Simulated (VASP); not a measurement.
Wanted: the native input for a VASP 6.6.1 run.

| Item | Value |
| --- | --- |
| Task | single point |
| Functional | PBE |
| Potentials or basis | VASP PAW PBE potentials, release 64 (Sr_sv, O) |
| Cutoff | 520 eV |
| k mesh | 8 × 8 × 8 |
| Occupations | gaussian, width 0.05 eV |
| Spin | no spin polarisation |
| Dipole correction | no |
| Further INCAR settings | ALGO = Normal; EDIFF = 1e-06; NBANDS = 15 |

The structure of SrO lies in POSCAR:

```
SrO
1.0
    0.0000000000      2.8051830992      2.5973917585
    2.8051830992      0.0000000000      2.5973917585
    2.8051830992      2.8051830992      0.0000000000
Sr O
1 1
Direct
    0.0000000000      0.0000000000      0.0000000000
    0.5000000000      0.5000000000      0.5000000000
```

This cell differs from its parent crystal: strain +0.080 along x and y, +0.000 along z.

These files were run (other wordings do the same):

INCAR

```
SYSTEM = SrO
PREC     = Accurate       ! precision mode
ENCUT    = 520            ! plane-wave cutoff, eV
EDIFF    = 1E-6           ! SCF threshold, eV
ISMEAR   = 0              ! smearing method
SIGMA    = 0.05           ! smearing width, eV
LREAL    = .FALSE.        ! projectors in reciprocal space
LASPH    = .TRUE.         ! aspherical terms in the spheres
NELM     = 80             ! most SCF steps
ALGO     = Normal         ! electronic algorithm
ISIF     = 2              ! what is computed and relaxed
LWAVE    = .FALSE.        ! write WAVECAR
LCHARG   = .FALSE.        ! write CHGCAR
GGA      = PE             ! functional
NBANDS   = 15             ! bands
```

KPOINTS

```
Automatic mesh
0
G
  8 8 8
  0 0 0
```

Potentials or basis: VASP PAW PBE potentials, release 64 (Sr_sv, O).

The run is started by

```console
$ cat potpaw_PBE.64/Sr_sv/POTCAR potpaw_PBE.64/O/POTCAR > POTCAR
$ mpirun -np 1 vasp_std > vasp.out
```

It gave:

```json
{"Pressure": "-8.2 GPa", "Band gap on the k mesh": "2.63 eV, direct"}
```

Caveat: the cell differs from its parent crystal (strain +0.080 along x and y, +0.000 along z).

Wall time 31 s on 1 thread of Intel Xeon 6975P-C (shared host), peak memory 0.18 GiB.
